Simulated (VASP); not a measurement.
# KRb2GaF6 (Fm-3m) in VASP: single point with LDA

Aim: the single point of KRb2GaF6 with LDA.

Everything below comes from runs of VASP 6.6.1. Logs are shortened: lines on timing, memory, paths and dates and some standing lists are left out, and cuts for length are marked.

## Step 1: The cell of the first run

The structure is cubic, space group Fm-3m (No. 225). The conventional cell has a = 8.757 Å, b = 8.757 Å, c = 8.757 Å, α = 90.00°, β = 90.00°, γ = 90.00°. Within 3.3 Å of K (site symmetry m-3m) lie 6 F at 2.48 Å. Rb (site symmetry -43m) has 12 F at 3.11 Å and 4 K at 3.79 Å and 4 Ga at 3.79 Å within 4.1 Å. Ga (site symmetry m-3m) has 6 F at 1.90 Å within 2.5 Å. Within 2.5 Å of F (site symmetry 4mm) lie 1 Ga at 1.90 Å and 1 K at 2.48 Å.

## Step 2: Single point, LDA

INCAR reads:

```
SYSTEM = KRb2GaF6
PREC = Accurate
ENCUT = 520
EDIFF = 1E-7
ISMEAR = 0
SIGMA = 0.01
LREAL = .FALSE.
LASPH = .TRUE.
NELM = 80
ALGO = Normal
ISIF = 2
LWAVE = .FALSE.
LCHARG = .FALSE.
GGA = CA
NBANDS = 52
```

KPOINTS reads:

```
Automatic mesh
0
G
  3 3 3
  0 0 0
```

POSCAR reads:

```
KRb2GaF6
1.0
    0.0000000000      4.3785480000      4.3785480000
    4.3785480000      0.0000000000      4.3785480000
    4.3785480000      4.3785480000      0.0000000000
K Rb Ga F
1 2 1 6
Direct
    0.5000000000      0.5000000000      0.5000000000
    0.7500000000      0.7500000000      0.7500000000
    0.2500000000      0.2500000000      0.2500000000
    0.0000000000      0.0000000000      0.0000000000
    0.7834410000      0.2165590000      0.7834410000
    0.2165590000      0.2165590000      0.7834410000
    0.7834410000      0.7834410000      0.2165590000
    0.7834410000      0.2165590000      0.2165590000
    0.2165590000      0.7834410000      0.2165590000
    0.2165590000      0.7834410000      0.7834410000
```

Potentials or basis: VASP PAW LDA potentials, release 64 (K_sv, Rb_sv, Ga_d, F).

Run with:

```
> cat potpaw_LDA.64/K_sv/POTCAR potpaw_LDA.64/Rb_sv/POTCAR potpaw_LDA.64/Ga_d/POTCAR potpaw_LDA.64/F/POTCAR > POTCAR
> mpirun -np 1 vasp_std > vasp.out
```

OUTCAR:

```text
SYSTEM = KRb2GaF6
   PREC = Accurate
   ENCUT = 520
   EDIFF = 1E-7
   ISMEAR = 0
   LREAL = .FALSE.
   LASPH = .TRUE.
   NELM = 80
   ISIF = 2
   GGA = CA

 ion  position               nearest neighbor table
   1  0.500  0.500  0.500-   5 2.48   6 2.48   7 2.48   8 2.48   9 2.48  10 2.48   3 3.79   3 3.79
                             2 3.79   3 3.79   3 3.79   2 3.79   2 3.79   2 3.79
   2  0.750  0.750  0.750-   5 3.11   7 3.11  10 3.11   7 3.11   8 3.11   9 3.11   5 3.11   6 3.11
                             8 3.11   6 3.11   9 3.11  10 3.11   4 3.79   1 3.79   1 3.79   4 3.79
   3  0.250  0.250  0.250-   5 3.11   7 3.11   8 3.11   7 3.11   9 3.11  10 3.11   5 3.11   6 3.11
                            10 3.11   6 3.11   8 3.11   9 3.11   1 3.79   4 3.79   4 3.79   4 3.79
   4  0.000  0.000  0.000-   5 1.90   6 1.90   7 1.90   8 1.90   9 1.90  10 1.90   2 3.79   2 3.79
                             2 3.79   3 3.79   2 3.79   3 3.79   3 3.79   3 3.79
   5  0.783  0.217  0.783-   4 1.90   1 2.48   2 3.11   2 3.11   3 3.11   3 3.11
   6  0.217  0.217  0.783-   4 1.90   1 2.48   2 3.11   3 3.11   2 3.11   3 3.11
   7  0.783  0.783  0.217-   4 1.90   1 2.48   2 3.11   2 3.11   3 3.11   3 3.11
   8  0.783  0.217  0.217-   4 1.90   1 2.48   2 3.11   3 3.11   2 3.11   3 3.11
   9  0.217  0.783  0.217-   4 1.90   1 2.48   2 3.11   3 3.11   2 3.11   3 3.11
  10  0.217  0.783  0.783-   4 1.90   1 2.48   2 3.11   2 3.11   3 3.11   3 3.11

  LATTYP: Found a face centered cubic cell.
 ALAT       =     8.7570960000

  Lattice vectors:

 A1 = (   0.0000000000,   4.3785480000,   4.3785480000)
 A2 = (   4.3785480000,   0.0000000000,   4.3785480000)
 A3 = (   4.3785480000,   4.3785480000,   0.0000000000)

Analysis of symmetry for initial positions (statically):
=====================================================================
 Subroutine PRICEL returns:
 Original cell was already a primitive cell.

 Routine SETGRP: Setting up the symmetry group for a
 face centered cubic supercell.

 Subroutine GETGRP returns: Found 48 space group operations
 (whereof 48 operations were pure point group operations)
 out of a pool of 48 trial point group operations.

The static configuration has the point symmetry O_h .

Analysis of symmetry for dynamics (positions and initial velocities):
=====================================================================
 Subroutine PRICEL returns:
 Original cell was already a primitive cell.

 Routine SETGRP: Setting up the symmetry group for a
 face centered cubic supercell.

 Subroutine GETGRP returns: Found 48 space group operations
 (whereof 48 operations were pure point group operations)
 out of a pool of 48 trial point group operations.

The dynamic configuration has the point symmetry O_h .

[... 107 lines left out ...]
   EFERMI =   0.00;   METHOD = LEGACY
   ISMEAR =     0;   SIGMA  =   0.01  broadening in eV -4-tet -1-fermi 0-gaus
   EFERMI_NEDOS =   21; number of points for ismear=-14 and -15
   IALGO  =     38    algorithm
   IMIX   =      4    mixing-type and parameters
     AMIX     =   0.40;   BMIX     =  1.00
     AMIX_MAG =   1.60;   BMIX_MAG =  1.00
  volume/ion in A,a.u.               =      16.79       113.30
  Fermi-wavevector in a.u.,A,eV,Ry     =   1.289257  2.436342 22.615364  1.662182
  Thomas-Fermi vector in A             =   2.421160
   LORBIT       =      0    0 simple, 1 ext, 2 COOP (PROOUT), +10 PAW based schemes
   GGA     = CA    functional components
   LHFCALC =     F    Hartree Fock is set to
   AEXX    =    0.0000 exact exchange contribution
   IVDW    =     0    specifies the selected vdW correction
   LEPSILON=     F    determine dielectric tensor
   LRPA    =     F    only Hartree local field effects (RPA)
 non-spin polarized calculation
 Gauss-broadening in eV      SIGMA  =   0.01
  energy-cutoff  :      520.00
  volume of cell :      167.89
 maximum number of plane-waves:      4573
 NGX is ok and might be reduce to    48
   NGX = 23   NGY = 23   NGZ = 23

 number of electron      81.9999975 magnetization

 Free energy of the ion-electron system (eV)
  ---------------------------------------------------
  ext. energy  EPLUGINS =         0.00000000
  ---------------------------------------------------
  free energy    TOTEN  =       -49.46593502 eV

  energy without entropy =      -49.46593502  energy(sigma->0) =      -49.46593502

 E-fermi :  -2.5190     XC(G=0):  -9.6706

 val. band max:       -2.6400521533   @ k =   0.0000   0.0000   0.0000
 cond. band min:       3.3323178655   @ k =   0.0000   0.0000   0.0000
 fundamental gap:      5.9723700188
 Fermi energy:        -2.5190217378

 k-point     1 :       0.0000    0.0000    0.0000
  band No.  band energies     occupation
      1     -27.4874      2.00000
      2     -25.1936      2.00000
      3     -25.1422      2.00000
      4     -22.3735      2.00000
      5     -21.8554      2.00000
      6     -21.8554      2.00000
[... 209 lines left out ...]
     51       8.4252      0.00000
     52       8.4795      0.00000

------------------------ aborting loop because EDIFF is reached ----------------------------------------

  FORCE on cell =-STRESS in cart. coord.  units (eV):
  Direction    XX          YY          ZZ          XY          YZ          ZX
  --------------------------------------------------------------------------------------
  -------------------------------------------------------------------------------------
  Total       -2.5593977     -2.5593977     -2.5593977     -0.0000000     -0.0000000      0.0000000
  in kB      -24.4246310    -24.4246310    -24.4246310     -0.0000000     -0.0000000      0.0000000
  external PRESSURE =     -24.4246310 kB  Pullay stress =       0.0000000 kB

 VOLUME and BASIS-vectors are now :
 -----------------------------------------------------------------------------
  energy-cutoff  :      520.00
  volume of cell :      167.89
      direct lattice vectors                 reciprocal lattice vectors
     0.000000000  4.378548000  4.378548000    -0.114193107  0.114193107  0.114193107
     4.378548000  0.000000000  4.378548000     0.114193107 -0.114193107  0.114193107
     4.378548000  4.378548000  0.000000000     0.114193107  0.114193107 -0.114193107

 POSITION                                       TOTAL-FORCE (eV/Angst)
 -----------------------------------------------------------------------------------
      4.37855      4.37855      4.37855         0.000000      0.000000     -0.000000
      6.56782      6.56782      6.56782         0.000000      0.000000     -0.000000
      2.18927      2.18927      2.18927         0.000000      0.000000     -0.000000
      0.00000      0.00000      0.00000         0.000000      0.000000     -0.000000
      4.37855      6.86067      4.37855         0.000000     -0.013361     -0.000000
      4.37855      4.37855      1.89643         0.000000      0.000000      0.013361
      4.37855      4.37855      6.86067         0.000000      0.000000     -0.013361
      1.89643      4.37855      4.37855         0.013361      0.000000     -0.000000
      4.37855      1.89643      4.37855         0.000000      0.013361     -0.000000
      6.86067      4.37855      4.37855        -0.013361      0.000000     -0.000000
 -----------------------------------------------------------------------------------
    total drift:                               -0.000000      0.000000     -0.000000

  FREE ENERGIE OF THE ION-ELECTRON SYSTEM (eV)
  ---------------------------------------------------
  free  energy   TOTEN  =       -49.4659350247 eV

  energy  without entropy=      -49.4659350247  energy(sigma->0) =      -49.46593502
```

stdout:

```text
POSCAR found type information on POSCAR K RbGaF
 POSCAR found :  4 types and      10 ions
 scaLAPACK will be used
 LDA part: xc-table for (Slater(with rela. corr.)+CA(PZ))
 , standard interpolation
 POSCAR, INCAR and KPOINTS ok, starting setup
 FFT: planning ... GRIDC
 FFT: planning ... GRID_SOFT
 FFT: planning ... GRID
 WAVECAR not read
 entering main loop
```

It took 32 s on 1 thread of Intel Xeon Platinum 8375C at 2.90GHz (Ice Lake), shared host; peak memory 0.27 GiB.

Results:

* Free energy: -49.4659 eV
* Pressure: -2.4 GPa
* Largest force: 0.013 eV/Å
* Band gap on the k mesh: 5.97 eV

Forces in eV/Å, atoms in the order of the input:
```
K    0.000  0.000  0.000
Rb   0.000  0.000  0.000
Rb   0.000  0.000  0.000
Ga   0.000  0.000  0.000
F    0.000 -0.013  0.000
F    0.000  0.000  0.013
F    0.000  0.000 -0.013
F    0.013  0.000  0.000
F    0.000  0.013  0.000
F   -0.013  0.000  0.000
```
